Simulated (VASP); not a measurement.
# BeCd2S3: relaxation of cell and atoms with PBE

BeCd2S3:

```
Be Cd S
1.0
     3.75197    0.00000    0.00000
     0.00000    3.75197    0.00000
     0.00000    0.00000    9.62878
Be Cd S
1 2 3
Direct
  0.50000 0.50000 0.50000
  0.00000 0.00000 0.00000
  0.50000 0.50000 0.00000
  0.00000 0.00000 0.26058
  0.00000 0.00000 0.73942
  0.00000 0.00000 0.50000
```

The cell was built from a structure type or drawn by symmetry, and may not be a known phase.

```json
{
 "Program": "VASP 6.6.1",
 "Task": "relaxation of cell and atoms",
 "Functional": "PBE",
 "Potentials or basis": "VASP PAW PBE potentials, release 64 (Be, Cd, S)",
 "Cutoff": "600 eV",
 "k mesh": "10 × 10 × 4",
 "Occupations": "gaussian, width 0.1 eV",
 "Spin": "no spin polarisation",
 "Dipole correction": "no",
 "Further INCAR settings": "ALGO = Normal; EDIFF = 1e-07; IBRION = 2; EDIFFG = -0.01; NSW = 100; ISIF = 3"
}
```

```json
{
 "Relaxed volume": "22.69 Å³/atom",
 "Relaxed cell": "a = 3.728 Å, b = 3.728 Å, c = 9.794 Å, α = 90.00°, β = 90.00°, γ = 90.00°",
 "Space group after relaxing (to 0.1 Å)": "P4/mmm (No. 123)",
 "Energy gained by relaxing": "3.0 meV/atom",
 "Ionic steps": "7",
 "Pressure after relaxing": "0.0 GPa",
 "Largest force after relaxing": "0.006 eV/Å",
 "Band gap on the k mesh": "zero (bands 22 and 23 overlap by 1.27 eV)"
}
```

Forces on the atoms (eV/Å):
```
Be   0.000  0.000  0.000
Cd   0.000  0.000  0.000
Cd   0.000  0.000  0.000
S    0.000  0.000  0.006
S    0.000  0.000 -0.006
S    0.000  0.000  0.000
```

The path:
| step | energy change (eV) | largest force (eV/Å) | pressure (GPa) | volume (Å³) |
| --- | --- | --- | --- | --- |
| 1 | 0.0000 | 0.1615 | 0.56 | 135.55 |
| 2 | -0.0106 | 0.1568 | -0.19 | 137.08 |
| 3 | -0.0109 | 0.1575 | -0.32 | 137.36 |
| 4 | -0.0145 | 0.1195 | -0.17 | 136.78 |
| 5 | -0.0174 | 0.0376 | 0.18 | 135.59 |
| 6 | -0.0175 | 0.0424 | 0.16 | 135.66 |
| 7 | -0.0180 | 0.0057 | 0.00 | 136.13 |

Final structure:
```
Be Cd S
1.0
     3.72816    0.00000    0.00000
     0.00000    3.72816    0.00000
     0.00000    0.00000    9.79391
Be Cd S
1 2 3
Direct
  0.50000 0.50000 0.50000
  0.00000 0.00000 0.00000
  0.50000 0.50000 0.00000
  0.00000 0.00000 0.26510
  0.00000 0.00000 0.73490
  0.00000 0.00000 0.50000
```

Levels at points of the mesh, in eV from the Fermi level:
```csv
k point,band 18,band 19,band 20,band 21,band 22,band 23,band 24,band 25,band 26
"(0.00, 0.00, 0.00)",-0.84,-0.49,-0.49,0.00,0.00,0.18,0.89,2.65,4.04
"(0.50, 0.00, 0.00)",-2.82,-2.69,-0.87,-0.25,0.40,0.86,2.31,2.32,2.61
"(0.50, 0.50, 0.00)",-2.19,-2.06,-2.06,-1.85,-1.14,0.15,0.15,0.35,2.44
"(0.00, 0.00, 0.50)",-2.43,-0.67,-0.67,-0.67,0.24,0.24,2.58,3.11,3.62
"(0.50, 0.00, 0.50)",-2.22,-1.95,-1.77,-1.72,-0.34,0.51,2.20,2.92,3.20
"(0.50, 0.50, 0.50)",-2.68,-1.44,-1.20,-1.20,-1.13,-0.34,-0.34,0.28,0.62
```

It took 16 min on 1 thread of Intel(R) Xeon(R) Platinum 8488C (Sapphire Rapids), on a shared host, peak memory 0.45 GiB.
